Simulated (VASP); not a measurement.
# SiC in VASP: notebook

The runs below take SiC through single point, relaxation of cell and atoms, with PBEsol.

All numbers are computed with VASP 6.6.1; they aren't measurements. Logs are shortened: lines on timing, memory, paths and dates and some standing lists are left out, and cuts for length are marked.

## Step 1: The cell of the first run

It takes space group I-4m2 (No. 119, tetragonal). Conventional cell: a = 3.142 Å, b = 3.142 Å, c = 4.305 Å, α = 90.00°, β = 90.00°, γ = 90.00°. Within 2.5 Å of Si (site symmetry -4m2) lie 4 C at 1.90 Å. Within 2.5 Å of C (site symmetry -4m2) lie 4 Si at 1.90 Å.

## Step 2: Single point, PBEsol (in-plane strain +0.02)

Input file INCAR:

```
PREC = Accurate ; ENCUT = 520
EDIFF = 1E-7 ; ISMEAR = 0
SIGMA = 0.01 ; LREAL = False
LASPH = True ; NELM = 60
ALGO = Normal ; ISIF = 2
LWAVE = False ; LCHARG = False
GGA = PS ; NBANDS = 11
```

Input file KPOINTS:

```
Automatic mesh
0
Gamma
  10 10 10
```

Input file POSCAR:

```
SiC
1.0
    2.2219829490      2.2219829490      0.0000000000
   -2.2219829490      2.2219829490      0.0000000000
    0.0000000000      2.2219829490      2.1522736800
Si C
1 1
Direct
    0.0000000000      0.0000000000      0.0000000000
    0.7500000000      0.2500000000      0.5000000000
```

Potentials or basis: VASP PAW PBE potentials, release 64 (Si, C).

The run is started by

```bash
> cat potpaw_PBE.64/Si/POTCAR potpaw_PBE.64/C/POTCAR > POTCAR
> mpirun -np 1 vasp_std > vasp.out
```

OUTCAR:

```text
PREC = Accurate
   ENCUT = 520
   EDIFF = 1E-7
   ISMEAR = 0
   LREAL = False
   LASPH = True
   NELM = 60
   ISIF = 2
   GGA = PS

 ion  position               nearest neighbor table
   1  0.000  0.000  0.000-   2 1.90   2 1.90   2 1.90   2 1.90
   2  0.750  0.250  0.500-   1 1.90   1 1.90   1 1.90   1 1.90

  LATTYP: Found a body centered tetragonal cell.
 ALAT       =     3.1423584218
 C/A-ratio  =     1.3698460781

  Lattice vectors:

 A1 = (   2.2219829490,   0.0000000000,  -2.1522736800)
 A2 = (  -2.2219829490,   0.0000000000,  -2.1522736800)
 A3 = (   0.0000000000,   2.2219829490,   2.1522736800)

Analysis of symmetry for initial positions (statically):
=====================================================================
 Subroutine PRICEL returns:
 Original cell was already a primitive cell.

 Routine SETGRP: Setting up the symmetry group for a
 body centered tetragonal supercell.

 Subroutine GETGRP returns: Found  8 space group operations
 (whereof  8 operations were pure point group operations)
 out of a pool of 16 trial point group operations.

The static configuration has the point symmetry D_2d.

Analysis of symmetry for dynamics (positions and initial velocities):
=====================================================================
 Subroutine PRICEL returns:
 Original cell was already a primitive cell.

 Routine SETGRP: Setting up the symmetry group for a
 body centered tetragonal supercell.

 Subroutine GETGRP returns: Found  8 space group operations
 (whereof  8 operations were pure point group operations)
 out of a pool of 16 trial point group operations.

The dynamic configuration has the point symmetry D_2d.

 Subroutine INISYM returns: Found  8 space group operations
 (whereof  8 operations are pure point group operations),
 and found     1 'primitive' translations

----------------------------------------------------------------------------------------

                                     Primitive cell

  volume of cell :      21.2524

  direct lattice vectors                    reciprocal lattice vectors
     2.221982949  2.221982949  0.000000000     0.225024229  0.225024229 -0.232312463
    -2.221982949  2.221982949  0.000000000    -0.225024229  0.225024229 -0.232312463
     0.000000000  2.221982949  2.152273680     0.000000000  0.000000000  0.464624926

  length of vectors
     3.142358422  3.142358422  3.093459264     0.394006203  0.394006203  0.464624926

  position of ions in fractional coordinates (direct lattice)
     0.000000000  0.000000000  0.000000000
     0.750000000  0.250000000  0.500000000

  ion indices of the primitive-cell ions
   primitive index   ion index
                 1           1
                 2           2

----------------------------------------------------------------------------------------

 KPOINTS: Automatic mesh

Automatic generation of k-mesh.
 Grid dimensions read from file:
 generate k-points for:   10   10   10

 Generating k-lattice:

  Cartesian coordinates                     Fractional coordinates (reciprocal lattice)
     0.022502423  0.022502423 -0.023231246     0.100000000  0.000000000 -0.000000000
    -0.022502423  0.022502423 -0.023231246     0.000000000  0.100000000 -0.000000000
     0.000000000  0.000000000  0.046462493     0.000000000  0.000000000  0.100000000

  Length of vectors
     0.039400620  0.039400620  0.046462493

  Shift w.r.t. Gamma in fractional coordinates (k-lattice)
     0.000000000  0.000000000  0.000000000

 Subroutine IBZKPT returns following result:
 ===========================================

 Found    102 irreducible k-points:

 Following reciprocal coordinates:
            Coordinates               Weight
  0.000000  0.000000  0.000000      1.000000
  0.100000  0.000000 -0.000000      8.000000
  0.200000  0.000000 -0.000000      8.000000
  0.300000  0.000000 -0.000000      8.000000
  0.400000  0.000000  0.000000      8.000000
  0.500000  0.000000  0.000000      4.000000
[... 16 lines left out ...]
  0.300000  0.300000 -0.000000      8.000000
  0.400000  0.300000  0.000000     16.000000
 [... further k-points ...]
   k-points           NKPTS =    102   k-points in BZ     NKDIM =    102   number of bands    NBANDS=     11
   number of dos      NEDOS =    301   number of ions     NIONS =      2
   total plane-waves  NPLWV =  13824
   dimension x,y,z NGX =    24 NGY =   24 NGZ =   24
   dimension x,y,z NGXF=    48 NGYF=   48 NGZF=   48
   ions per type =               1   1
   NGX,Y,Z   is equivalent  to a cutoff of  12.70, 12.70, 12.90 a.u.
   NGXF,Y,Z  is equivalent  to a cutoff of  25.39, 25.39, 25.80 a.u.
 SYSTEM =  unknown system
   PREC   = accura    normal or accurate (medium, high low for compatibility)
   ISTART =      0    job   : 0-new  1-cont  2-samecut
   ICHARG =      2    charge: 1-file 2-atom 10-const
   ISPIN  =      1    spin polarized calculation?
   LNONCOLLINEAR =      F non collinear calculations
   LSORBIT =      F    spin-orbit coupling
   LASPH  =      T    aspherical Exc in radial PAW
   ENCUT  =  520.0 eV  38.22 Ry    6.18 a.u.   5.84  5.84  5.75*2*pi/ulx,y,z
   NELM   =     60;   NELMIN=  2; NELMDL= -5     # of ELM steps
   EDIFF  = 0.1E-06   stopping-criterion for ELM
   LREAL  =      F    real-space projection
   EDIFFG = 0.1E-05   stopping-criterion for IOM
   NSW    =      0    number of steps for IOM
   IBRION =     -1    ionic relax: 0-MD 1-quasi-New 2-CG
   NFREE  =      0    steps in history (QN), initial steepest desc. (CG)
   ISIF   =      2    stress and relaxation
   ISYM   =      2    0-nonsym 1-usesym 2-fastsym
   POTIM  = 0.5000    time-step for ionic-motion
   TEBEG  =    0.0;   TEEND  =   0.0 temperature during run
   PSTRESS=    0.0 pullay stress
   NELECT =       8.0000    total number of electrons
   NUPDOWN=      -1.0000    fix difference up-down
   EMIN   =  10.00;   EMAX   =-10.00  energy-range for DOS
   EFERMI =   0.00;   METHOD = LEGACY
   ISMEAR =     0;   SIGMA  =   0.01  broadening in eV -4-tet -1-fermi 0-gaus
   EFERMI_NEDOS =   21; number of points for ismear=-14 and -15
   IALGO  =     38    algorithm
   IMIX   =      4    mixing-type and parameters
     AMIX     =   0.40;   BMIX     =  1.00
     AMIX_MAG =   1.60;   BMIX_MAG =  1.00
  volume/ion in A,a.u.               =      10.63        71.71
  Fermi-wavevector in a.u.,A,eV,Ry     =   1.182048  2.233747 19.010576  1.397238
  Thomas-Fermi vector in A             =   2.318310
   LORBIT       =      0    0 simple, 1 ext, 2 COOP (PROOUT), +10 PAW based schemes
   GGA     = PS    functional components
   LHFCALC =     F    Hartree Fock is set to
   AEXX    =    0.0000 exact exchange contribution
   IVDW    =     0    specifies the selected vdW correction
   LEPSILON=     F    determine dielectric tensor
   LRPA    =     F    only Hartree local field effects (RPA)
 non-spin polarized calculation
 Gauss-broadening in eV      SIGMA  =   0.01
  energy-cutoff  :      520.00
  volume of cell :       21.25
 maximum number of plane-waves:       586
   NGX = 11   NGY = 11   NGZ = 11

 number of electron       8.0000001 magnetization

 Free energy of the ion-electron system (eV)
  ---------------------------------------------------
  ext. energy  EPLUGINS =         0.00000000
  ---------------------------------------------------
  free energy    TOTEN  =       -15.89488269 eV

  energy without entropy =      -15.89488269  energy(sigma->0) =      -15.89488269

 E-fermi :   7.9933     XC(G=0): -11.3912

 val. band max:        7.8989405671   @ k =   0.0000   0.0000   0.0000
 cond. band min:       8.8361152409   @ k =   0.0000   0.0000   0.5000
 fundamental gap:      0.9371746738
 Fermi energy:         7.9932544657

 k-point     1 :       0.0000    0.0000    0.0000
  band No.  band energies     occupation
      1      -7.4545      2.00000
      2       7.6953      2.00000
      3       7.6953      2.00000
      4       7.8989      2.00000
      5      13.6325      0.00000
      6      14.7665      0.00000
      7      14.8555      0.00000
      8      14.8555      0.00000
      9      21.5890      0.00000
     10      22.4819      0.00000
     11      23.6176      0.00000

 k-point     2 :       0.1000    0.0000   -0.0000
  band No.  band energies     occupation
      1      -7.2624      2.00000
      2       6.7447      2.00000
      3       7.5467      2.00000
      4       7.7175      2.00000
      5      13.9219      0.00000
      6      14.9515      0.00000
      7      15.0804      0.00000
      8      15.1641      0.00000
      9      20.7366      0.00000
     10      21.4090      0.00000
     11      23.6430      0.00000

 k-point     3 :       0.2000    0.0000   -0.0000
  band No.  band energies     occupation
      1      -6.6944      2.00000
      2       4.6453      2.00000
      3       7.2064      2.00000
      4       7.4368      2.00000
      5      13.6407      0.00000
      6      15.3552      0.00000
      7      15.4728      0.00000
      8      16.2591      0.00000
      9      20.2616      0.00000
     10      20.5840      0.00000
     11      22.8227      0.00000

 k-point     4 :       0.3000    0.0000   -0.0000
  band No.  band energies     occupation
      1      -5.7856      2.00000
      2       2.3610      2.00000
      3       6.8559      2.00000
      4       7.1546      2.00000
      5      13.2109      0.00000
      6      15.1295      0.00000
      7      15.5141      0.00000
      8      17.2317      0.00000
      9      21.1408      0.00000
     10      21.2549      0.00000
     11      22.5349      0.00000

 k-point     5 :       0.4000    0.0000    0.0000
  band No.  band energies     occupation
      1      -4.6615      2.00000
      2       0.3359      2.00000
      3       6.6126      2.00000
      4       6.9613      2.00000
      5      12.9184      0.00000
      6      14.7320      0.00000
      7      15.2448      0.00000
      8      17.5360      0.00000
      9      22.6558      0.00000
     10      23.2464      0.00000
     11      23.2990      0.00000
[... 211 lines left out ...]
 k-point    21 :      -0.3000    0.2000    0.0000
  band No.  band energies     occupation
      1      -5.7946      2.00000
      2       3.8244      2.00000
      3       5.8392      2.00000
      4       6.0254      2.00000
      5      12.0715      0.00000
      6      14.4355      0.00000
      7      16.9595      0.00000
      8      17.8232      0.00000
      9      19.4996      0.00000
     10      23.7240      0.00000
     11      26.3065      0.00000

 k-point    22 :      -0.2000    0.2000    0.0000
  band No.  band energies     occupation
      1      -6.4603      2.00000
      2       5.2872      2.00000
      3       6.3366      2.00000
      4       6.4596      2.00000
      5      12.5388      0.00000
      6      14.6259      0.00000
      7      16.8296      0.00000
      8      17.3973      0.00000
      9      18.0820      0.00000
     10      23.3323      0.00000
     11      26.3338      0.00000

 k-point    23 :       0.3000    0.3000   -0.0000
  band No.  band energies     occupation
      1      -3.4337      2.00000
      2       1.0049      2.00000
      3       2.4581      2.00000
      4       6.0922      2.00000
      5      12.2098      0.00000
      6      16.7286      0.00000
      7      17.6642      0.00000
      8      18.1251      0.00000
      9      20.9421      0.00000
     10      21.4744      0.00000
     11      28.0584      0.00000

 k-point    24 :       0.4000    0.3000    0.0000
  band No.  band energies     occupation
      1      -2.8428      2.00000
      2       0.4229      2.00000
      3       2.5047      2.00000
      4       5.5808      2.00000
      5      11.3736      0.00000
      6      16.3188      0.00000
      7      18.2776      0.00000
      8      18.9313      0.00000
      9      20.5948      0.00000
     10      23.0182      0.00000
     11      28.4869      0.00000

 [... further k-points ...]

------------------------ aborting loop because EDIFF is reached ----------------------------------------

  FORCE on cell =-STRESS in cart. coord.  units (eV):
  Direction    XX          YY          ZZ          XY          YZ          ZX
  --------------------------------------------------------------------------------------
  -------------------------------------------------------------------------------------
  Total       -1.0640299     -1.0640299     -0.0706569      0.0000000      0.0000000      0.0000000
  in kB      -80.2149764    -80.2149764     -5.3266739      0.0000000      0.0000000      0.0000000
  external PRESSURE =     -55.2522089 kB  Pullay stress =       0.0000000 kB

 VOLUME and BASIS-vectors are now :
 -----------------------------------------------------------------------------
  energy-cutoff  :      520.00
  volume of cell :       21.25
      direct lattice vectors                 reciprocal lattice vectors
     2.221982949  2.221982949  0.000000000     0.225024229  0.225024229 -0.232312463
    -2.221982949  2.221982949  0.000000000    -0.225024229  0.225024229 -0.232312463
     0.000000000  2.221982949  2.152273680     0.000000000  0.000000000  0.464624926

 POSITION                                       TOTAL-FORCE (eV/Angst)
 -----------------------------------------------------------------------------------
      0.00000      0.00000      0.00000        -0.000000     -0.000000      0.000000
      1.11099      3.33297      1.07614         0.000000      0.000000      0.000000
 -----------------------------------------------------------------------------------
    total drift:                               -0.000000      0.000000     -0.000000

  FREE ENERGIE OF THE ION-ELECTRON SYSTEM (eV)
  ---------------------------------------------------
  free  energy   TOTEN  =       -15.8948826936 eV

  energy  without entropy=      -15.8948826936  energy(sigma->0) =      -15.89488269
```

Run time: 7.1 s. Hardware: 1 thread of Intel Xeon 6975P-C (Granite Rapids), shared host; peak memory 0.14 GiB.

What came out:

```
Free energy            : -15.8949 eV
Pressure               : -5.5 GPa
Band gap on the k mesh : 0.94 eV, indirect (least direct gap 4.38 eV)
```

Levels at points of the mesh, in eV from the valence-band top:
| k point | band 1 | band 2 | band 3 | band 4 | band 5 | band 6 | band 7 | band 8 | band 9 |
| --- | --- | --- | --- | --- | --- | --- | --- | --- | --- |
| (0.00, 0.00, 0.00) | -15.35 | -0.20 | -0.20 | 0.00 | 5.73 | 6.87 | 6.96 | 6.96 | 13.69 |
| (0.50, 0.00, 0.00) | -11.84 | -8.59 | -1.37 | -1.00 | 4.92 | 6.67 | 7.21 | 9.65 | 15.45 |
| (0.50, 0.50, 0.00) | -10.49 | -8.02 | -3.20 | -3.15 | 1.22 | 4.15 | 13.06 | 14.00 | 14.01 |
| (0.00, 0.00, 0.50) | -10.25 | -7.62 | -3.52 | -3.52 | 0.94 | 3.61 | 13.42 | 13.42 | 14.51 |

Caveat: the cell differs from its parent crystal (in-plane strain +0.02); the PAW data sets were made with another functional, which shifts forces and pressure a little. A k mesh can miss the band edges.

(Continued in part 2 of 2.)
